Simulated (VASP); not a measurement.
Input of a VASP 6.6.1 run:

File INCAR:

```
SYSTEM = NaCl
PREC     = Accurate       ! precision mode
ENCUT    = 520            ! plane-wave cutoff, eV
EDIFF    = 1E-7           ! SCF threshold, eV
ISMEAR   = 0              ! smearing method
SIGMA    = 0.1            ! smearing width, eV
LREAL    = .False.        ! projectors in reciprocal space
LASPH    = .True.         ! aspherical terms in the spheres
NELM     = 80             ! most SCF steps
ALGO     = Normal         ! electronic algorithm
ISIF     = 2              ! what is computed and relaxed
LWAVE    = .False.        ! write WAVECAR
LCHARG   = .False.        ! write CHGCAR
LDIPOL   = .True.       
IDIPOL   = 3            
DIPOL    = 0.5 0.5 0.500
GGA      = PE             ! functional
NBANDS   = 14             ! bands
```

The input KPOINTS:

```
Automatic mesh
0
Gamma
  6 6 1
  0 0 0
```

POSCAR

```
NaCl
1.0
    4.0446510000      0.0000000000      0.0000000000
   -2.0223250000      3.5027700000      0.0000000000
    0.0000000000      0.0000000000     15.0000000000
Na Cl
1 1
Direct
    0.0000000000      0.0000000000      0.4724796400
    0.6666666700      0.3333333300      0.5275203600
```

Potentials or basis: VASP PAW PBE potentials, release 64 (Na_pv, Cl).

The run is started by

```sh
$ cat potpaw_PBE.64/Na_pv/POTCAR potpaw_PBE.64/Cl/POTCAR > POTCAR
$ mpirun -np 1 vasp_std > vasp.out
```

(1) Predict the largest force.

(2) What does it give for the band gap on the k mesh?

## Answers

(1) 0.273 eV/Å.

(2) 3.38 eV, direct.
